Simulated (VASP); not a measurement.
# KZr2Cl6 (P-3m1) in VASP: further runs

The runs below take KZr2Cl6 through single point, relaxation of cell and atoms, with PBE.

All numbers are computed with VASP 6.6.1; they aren't measurements. Logs are shortened: lines on timing, memory, paths and dates and some standing lists are left out, and cuts for length are marked.

## Step 1: The cell of the first run

The structure is trigonal, space group P-3m1 (No. 164). The conventional cell has a = 4.692 Å, b = 4.692 Å, c = 11.492 Å, α = 90.00°, β = 90.00°, γ = 120.00°. K (site symmetry -3m) has 8 Cl at 2.87 Å within 3.8 Å. Within 3.8 Å of Zr (site symmetry 3m) lie 8 Cl at 2.87 Å. Within 3.8 Å of Cl (site symmetry 3m) lie 4 Zr at 2.87 Å and 6 Cl at 3.32 Å. Cl (site symmetry 3m) has 3 Zr at 2.87 Å and 1 K at 2.87 Å and 6 Cl at 3.32 Å within 3.8 Å. Cl (site symmetry 3m) has 3 K at 2.87 Å and 1 Zr at 2.87 Å and 6 Cl at 3.32 Å within 3.8 Å.

## Step 2: Single point, PBE

The input, INCAR:

```
SYSTEM = KZr2Cl6
  PREC = Accurate
  ENCUT = 520
  EDIFF = 1E-7
  ISMEAR = 0
  SIGMA = 0.1
  LREAL = .FALSE.
  LASPH = .TRUE.
  NELM = 100
  ALGO = Normal
  ISIF = 2
  LWAVE = .FALSE.
  LCHARG = .FALSE.
  GGA = PE
  NBANDS = 48
```

The input, KPOINTS:

```
regular mesh
0
G
  6 6 2
  0 0 0
```

The input, POSCAR:

```
KZr2Cl6
1.0
    4.6915893500      0.0000000000      0.0000000000
   -2.3457946800      4.0630355600      0.0000000000
    0.0000000000      0.0000000000     11.4920000000
K Zr Cl
1 2 6
Direct
    0.0000000000      0.0000000000      0.0000000000
    0.3333333300      0.6666666700      0.6666666700
    0.6666666700      0.3333333300      0.3333333300
    0.6666666700      0.3333333300      0.5833333300
    0.0000000000      0.0000000000      0.2500000000
    0.3333333300      0.6666666700      0.9166666700
    0.3333333300      0.6666666700      0.4166666700
    0.6666666700      0.3333333300      0.0833333300
    0.0000000000      0.0000000000      0.7500000000
```

Potentials or basis: VASP PAW PBE potentials, release 64 (K_sv, Zr_sv, Cl).

Command:

```console
cat potpaw_PBE.64/K_sv/POTCAR potpaw_PBE.64/Zr_sv/POTCAR potpaw_PBE.64/Cl/POTCAR > POTCAR
mpirun -np 1 vasp_std > vasp.out
```

OUTCAR:

```text
SYSTEM = KZr2Cl6
   PREC = Accurate
   ENCUT = 520
   EDIFF = 1E-7
   ISMEAR = 0
   LREAL = .FALSE.
   LASPH = .TRUE.
   NELM = 100
   ISIF = 2
   GGA = PE

 ion  position               nearest neighbor table
   1  0.000  0.000  0.000-   6 2.87   8 2.87   8 2.87   6 2.87   8 2.87   6 2.87   5 2.87   9 2.87

   2  0.333  0.667  0.667-   9 2.87   9 2.87   4 2.87   9 2.87   4 2.87   7 2.87   6 2.87   4 2.87

   3  0.667  0.333  0.333-   5 2.87   5 2.87   7 2.87   5 2.87   7 2.87   4 2.87   8 2.87   7 2.87

   4  0.667  0.333  0.583-   2 2.87   2 2.87   3 2.87   2 2.87
   5  0.000  0.000  0.250-   3 2.87   3 2.87   3 2.87   1 2.87
   6  0.333  0.667  0.917-   1 2.87   1 2.87   1 2.87   2 2.87
   7  0.333  0.667  0.417-   3 2.87   3 2.87   2 2.87   3 2.87
   8  0.667  0.333  0.083-   1 2.87   1 2.87   1 2.87   3 2.87
   9  0.000  0.000  0.750-   2 2.87   2 2.87   2 2.87   1 2.87

  LATTYP: Found a hexagonal cell.
 ALAT       =     4.6915893500
 C/A-ratio  =     2.4494897449

  Lattice vectors:

 A1 = (   4.6915893500,   0.0000000000,   0.0000000000)
 A2 = (  -2.3457946800,   4.0630355600,   0.0000000000)
 A3 = (   0.0000000000,   0.0000000000,  11.4920000000)

Analysis of symmetry for initial positions (statically):
=====================================================================
 Subroutine PRICEL returns:
 Original cell was already a primitive cell.

 Routine SETGRP: Setting up the symmetry group for a
 hexagonal supercell.

 Subroutine GETGRP returns: Found 12 space group operations
 (whereof 12 operations were pure point group operations)
 out of a pool of 24 trial point group operations.

The static configuration has the point symmetry D_3d.

Analysis of symmetry for dynamics (positions and initial velocities):
=====================================================================
 Subroutine PRICEL returns:
 Original cell was already a primitive cell.

 Routine SETGRP: Setting up the symmetry group for a
 hexagonal supercell.

 Subroutine GETGRP returns: Found 12 space group operations
 (whereof 12 operations were pure point group operations)
 out of a pool of 24 trial point group operations.

The dynamic configuration has the point symmetry D_3d.

 Subroutine INISYM returns: Found 12 space group operations
 (whereof 12 operations are pure point group operations),
 and found     1 'primitive' translations

----------------------------------------------------------------------------------------

                                     Primitive cell

  volume of cell :     219.0616

  direct lattice vectors                    reciprocal lattice vectors
     4.691589350  0.000000000  0.000000000     0.213147385  0.123060700  0.000000000
    -2.345794680  4.063035560  0.000000000     0.000000000  0.246121400  0.000000000
     0.000000000  0.000000000 11.492000000     0.000000000  0.000000000  0.087017055

  length of vectors
     4.691589350  4.691589351 11.492000000     0.246121400  0.246121400  0.087017055

  position of ions in fractional coordinates (direct lattice)
     0.000000000  0.000000000  0.000000000
     0.333333330  0.666666670  0.666666670
     0.666666670  0.333333330  0.333333330
     0.666666670  0.333333330  0.583333330
     0.000000000  0.000000000  0.250000000
     0.333333330  0.666666670  0.916666670
     0.333333330  0.666666670  0.416666670
     0.666666670  0.333333330  0.083333330
     0.000000000  0.000000000  0.750000000

  ion indices of the primitive-cell ions
   primitive index   ion index
                 1           1
                 2           2
                 3           3
                 4           4
                 5           5
                 6           6
                 7           7
                 8           8
                 9           9

----------------------------------------------------------------------------------------

 KPOINTS: regular mesh

Automatic generation of k-mesh.
 Grid dimensions read from file:
 generate k-points for:    6    6    2

 Generating k-lattice:

  Cartesian coordinates                     Fractional coordinates (reciprocal lattice)
     0.035524564  0.020510117  0.000000000     0.166666667 -0.000000000  0.000000000
     0.000000000  0.041020233  0.000000000     0.000000000  0.166666667  0.000000000
     0.000000000  0.000000000  0.043508528     0.000000000  0.000000000  0.500000000

  Length of vectors
     0.041020233  0.041020233  0.043508528

  Shift w.r.t. Gamma in fractional coordinates (k-lattice)
     0.000000000  0.000000000  0.000000000

 Subroutine IBZKPT returns following result:
 ===========================================

 Found     14 irreducible k-points:

 Following reciprocal coordinates:
            Coordinates               Weight
  0.000000  0.000000  0.000000      1.000000
  0.166667  0.000000  0.000000      6.000000
  0.333333  0.000000  0.000000      6.000000
  0.500000 -0.000000  0.000000      3.000000
  0.166667  0.166667  0.000000      6.000000
  0.333333  0.166667  0.000000     12.000000
  0.333333  0.333333  0.000000      2.000000
  0.000000  0.000000  0.500000      1.000000
  0.166667  0.000000  0.500000      6.000000
  0.333333  0.000000  0.500000      6.000000
  0.500000 -0.000000  0.500000      3.000000
  0.166667  0.166667  0.500000      6.000000
  0.333333  0.166667  0.500000     12.000000
  0.333333  0.333333  0.500000      2.000000
   k-points           NKPTS =     14   k-points in BZ     NKDIM =     14   number of bands    NBANDS=     48
   number of dos      NEDOS =    301   number of ions     NIONS =      9
   total plane-waves  NPLWV = 116640
   dimension x,y,z NGX =    36 NGY =   36 NGZ =   90
   dimension x,y,z NGXF=    72 NGYF=   72 NGZF=  180
   ions per type =               1   2   6
   NGX,Y,Z   is equivalent  to a cutoff of  12.76, 12.76, 13.02 a.u.
   NGXF,Y,Z  is equivalent  to a cutoff of  25.51, 25.51, 26.04 a.u.
 SYSTEM =  KZr2Cl6
   PREC   = accura    normal or accurate (medium, high low for compatibility)
   ISTART =      0    job   : 0-new  1-cont  2-samecut
   ICHARG =      2    charge: 1-file 2-atom 10-const
   ISPIN  =      1    spin polarized calculation?
   LNONCOLLINEAR =      F non collinear calculations
   LSORBIT =      F    spin-orbit coupling
   LASPH  =      T    aspherical Exc in radial PAW
   ENCUT  =  520.0 eV  38.22 Ry    6.18 a.u.   8.72  8.72 21.37*2*pi/ulx,y,z
   NELM   =    100;   NELMIN=  2; NELMDL= -5     # of ELM steps
   EDIFF  = 0.1E-06   stopping-criterion for ELM
   LREAL  =      F    real-space projection
   EDIFFG = 0.1E-05   stopping-criterion for IOM
   NSW    =      0    number of steps for IOM
   IBRION =     -1    ionic relax: 0-MD 1-quasi-New 2-CG
   NFREE  =      0    steps in history (QN), initial steepest desc. (CG)
   ISIF   =      2    stress and relaxation
   ISYM   =      2    0-nonsym 1-usesym 2-fastsym
   POTIM  = 0.5000    time-step for ionic-motion
   TEBEG  =    0.0;   TEEND  =   0.0 temperature during run
   PSTRESS=    0.0 pullay stress
   NELECT =      75.0000    total number of electrons
   NUPDOWN=      -1.0000    fix difference up-down
   EMIN   =  10.00;   EMAX   =-10.00  energy-range for DOS
   EFERMI =   0.00;   METHOD = LEGACY
   ISMEAR =     0;   SIGMA  =   0.10  broadening in eV -4-tet -1-fermi 0-gaus
   EFERMI_NEDOS =   21; number of points for ismear=-14 and -15
   IALGO  =     38    algorithm
   IMIX   =      4    mixing-type and parameters
     AMIX     =   0.40;   BMIX     =  1.00
     AMIX_MAG =   1.60;   BMIX_MAG =  1.00
  volume/ion in A,a.u.               =      24.34       164.26
  Fermi-wavevector in a.u.,A,eV,Ry     =   1.145266  2.164240 17.845878  1.311635
  Thomas-Fermi vector in A             =   2.281955
   LORBIT       =      0    0 simple, 1 ext, 2 COOP (PROOUT), +10 PAW based schemes
   GGA     = PE    functional components
   LHFCALC =     F    Hartree Fock is set to
   AEXX    =    0.0000 exact exchange contribution
   IVDW    =     0    specifies the selected vdW correction
   LEPSILON=     F    determine dielectric tensor
   LRPA    =     F    only Hartree local field effects (RPA)
 non-spin polarized calculation
 Gauss-broadening in eV      SIGMA  =   0.10
  energy-cutoff  :      520.00
  volume of cell :      219.06
 maximum number of plane-waves:      5930
 NGX is ok and might be reduce to    36
   NGX = 17   NGY = 17   NGZ = 43

 number of electron      75.0000011 magnetization

 Free energy of the ion-electron system (eV)
  ---------------------------------------------------
  ext. energy  EPLUGINS =         0.00000000
  ---------------------------------------------------
  free energy    TOTEN  =       -39.92770142 eV

  energy without entropy =      -39.81770246  energy(sigma->0) =      -39.87270194

 E-fermi :   4.7068     XC(G=0):  -9.0522

 val. band max:        4.7059383969   @ k =   0.3333   0.3333   0.0000
 cond. band min:       4.7116053965   @ k =   0.5000  -0.0000   0.5000
 fundamental gap:      0.0056669996
 Fermi energy:         4.7068082870

 k-point     1 :       0.0000    0.0000    0.0000
  band No.  band energies     occupation
      1     -46.2198      2.00000
      2     -46.2194      2.00000
      3     -24.2008      2.00000
      4     -24.2008      2.00000
      5     -24.1989      2.00000
      6     -24.1989      2.00000
[... 40 lines left out ...]
     47       6.8404      0.00000
     48       8.2503      0.00000

 k-point     2 :       0.1667    0.0000    0.0000
  band No.  band energies     occupation
      1     -46.2196      2.00000
      2     -46.2193      2.00000
      3     -24.2067      2.00000
      4     -24.2051      2.00000
      5     -24.2020      2.00000
      6     -24.1999      2.00000
[... 604 lines left out ...]
 k-point    14 :       0.3333    0.3333    0.5000
  band No.  band energies     occupation
      1     -46.2190      2.00000
      2     -46.2190      2.00000
      3     -24.2164      2.00000
      4     -24.2163      2.00000
      5     -24.2163      2.00000
      6     -24.2136      2.00000
[... 40 lines left out ...]
     47       8.7711      0.00000
     48       8.7711      0.00000

------------------------ aborting loop because EDIFF is reached ----------------------------------------

  FORCE on cell =-STRESS in cart. coord.  units (eV):
  Direction    XX          YY          ZZ          XY          YZ          ZX
  --------------------------------------------------------------------------------------
  -------------------------------------------------------------------------------------
  Total       -1.4792430     -1.4792430     -5.4175037      0.0000000      0.0000000      0.0000000
  in kB      -10.8189190    -10.8189190    -39.6226541      0.0000000      0.0000000      0.0000000
  external PRESSURE =     -20.4201641 kB  Pullay stress =       0.0000000 kB

 VOLUME and BASIS-vectors are now :
 -----------------------------------------------------------------------------
  energy-cutoff  :      520.00
  volume of cell :      219.06
      direct lattice vectors                 reciprocal lattice vectors
     4.691589350  0.000000000  0.000000000     0.213147385  0.123060700  0.000000000
    -2.345794680  4.063035560  0.000000000     0.000000000  0.246121400  0.000000000
     0.000000000  0.000000000 11.492000000     0.000000000  0.000000000  0.087017055

 POSITION                                       TOTAL-FORCE (eV/Angst)
 -----------------------------------------------------------------------------------
      0.00000      0.00000      0.00000         0.000000      0.000000     -0.000000
     -0.00000      2.70869      7.66133         0.000000     -0.000000      1.163472
      2.34579      1.35435      3.83067        -0.000000      0.000000     -1.163472
      2.34579      1.35435      6.70367         0.000000     -0.000000      0.052304
      0.00000      0.00000      2.87300         0.000000      0.000000      1.438778
     -0.00000      2.70869     10.53433        -0.000000      0.000000     -2.156961
     -0.00000      2.70869      4.78833        -0.000000      0.000000     -0.052304
      2.34579      1.35435      0.95767        -0.000000      0.000000      2.156961
      0.00000      0.00000      8.61900         0.000000     -0.000000     -1.438778
 -----------------------------------------------------------------------------------
    total drift:                                0.000000      0.000000      0.000000

  FREE ENERGIE OF THE ION-ELECTRON SYSTEM (eV)
  ---------------------------------------------------
  free  energy   TOTEN  =       -39.9277014245 eV

  energy  without entropy=      -39.8177024612  energy(sigma->0) =      -39.87270194
```

Wall time 1.9 min (1 thread of Intel Xeon 6975P-C (Granite Rapids), shared host); peak memory 0.4 GiB.

What came out:

```yaml
Free_energy: -39.9277 eV
Pressure: -2.0 GPa
Largest_force: 2.157 eV/Å
Band_gap_on_the_k_mesh: zero (an odd number of electrons rules out a gap without spin polarisation)
```

Forces on the atoms (eV/Å):
```
K    0.000  0.000  0.000
Zr   0.000  0.000  1.163
Zr   0.000  0.000 -1.163
Cl   0.000  0.000  0.052
Cl   0.000  0.000  1.439
Cl   0.000  0.000 -2.157
Cl   0.000  0.000 -0.052
Cl   0.000  0.000  2.157
Cl   0.000  0.000 -1.439
```

Stress tensor (GPa, compression positive):
```
-1.08  0.00  0.00
 0.00 -1.08  0.00
 0.00  0.00 -3.96
```

Caveat: an odd number of electrons without spin polarisation forces a metal; a magnetic or distorted state may lie lower.

## Step 3: Single point, PBE

This run uses another cell than the first one, of 24.97 Å³/atom.

The input, INCAR:

```
SYSTEM = KZr2Cl6
ALGO = Normal
EDIFF = 1E-6
ENCUT = 520
GGA = PE
ISIF = 2
ISMEAR = 0
LASPH = .True.
LCHARG = .False.
LREAL = .False.
LWAVE = .False.
NBANDS = 48
NELM = 80
PREC = Accurate
SIGMA = 0.1
```

The input, KPOINTS:

```
k-points
0
Gamma
  6 6 2
  0 0 0
```

The input, POSCAR:

```
KZr2Cl6
1.0
    4.5509565178      0.0000000028      0.0000000000
   -2.2754782613      3.9412439546      0.0000000000
    0.0000000000      0.0000000000     12.5300812100
K Zr Cl
1 2 6
Direct
    0.0000000000      0.0000000000      0.0000000000
    0.3333333333      0.6666666667      0.6584020611
    0.6666666667      0.3333333333      0.3415979389
    0.6666666667      0.3333333333      0.5655276158
    0.0000000000      0.0000000000      0.3020773437
    0.3333333333      0.6666666667      0.8647969702
    0.3333333333      0.6666666667      0.4344723842
    0.6666666667      0.3333333333      0.1352030298
    0.0000000000      0.0000000000      0.6979226563
```

Potentials or basis: VASP PAW PBE potentials, release 64 (K_sv, Zr_sv, Cl).

Command:

```console
cat potpaw_PBE.64/K_sv/POTCAR potpaw_PBE.64/Zr_sv/POTCAR potpaw_PBE.64/Cl/POTCAR > POTCAR
mpirun -np 1 vasp_std > vasp.out
```

It took 1.9 min on 1 thread of Intel Xeon 6975P-C (Granite Rapids), shared host; peak memory 0.41 GiB.

The run converged. Its results:

* Free energy: -41.7762 eV
* Pressure: -0.1 GPa
* Largest force: 0.034 eV/Å
* Band gap on the k mesh: zero (an odd number of electrons rules out a gap without spin polarisation)

Forces in eV/Å, atoms in the order of the input:
```
K    0.000  0.000  0.000
Zr   0.000  0.000 -0.002
Zr   0.000  0.000  0.002
Cl   0.000  0.000  0.014
Cl   0.000  0.000 -0.005
Cl   0.000  0.000 -0.034
Cl   0.000  0.000 -0.014
Cl   0.000  0.000  0.034
Cl   0.000  0.000  0.005
```

Levels at points of the mesh, in eV from the Fermi level:
```tsv
k point	band 35	band 36	band 37	band 38	band 39	band 40	band 41	band 42
(0.00, 0.00, 0.00)	-4.07	-4.07	-0.05	-0.05	0.02	0.02	0.86	1.83
(0.50, 0.00, 0.00)	-3.98	-3.65	-0.14	0.07	0.08	0.19	0.71	0.83
(0.00, 0.00, 0.50)	-4.17	-4.17	-0.09	-0.09	0.06	0.06	0.83	2.02
(0.50, 0.00, 0.50)	-3.91	-3.73	-0.11	0.02	0.08	0.19	0.71	0.86
```

Caveat: an odd number of electrons without spin polarisation forces a metal; a magnetic or distorted state may lie lower.

[end of part 1 of 2]
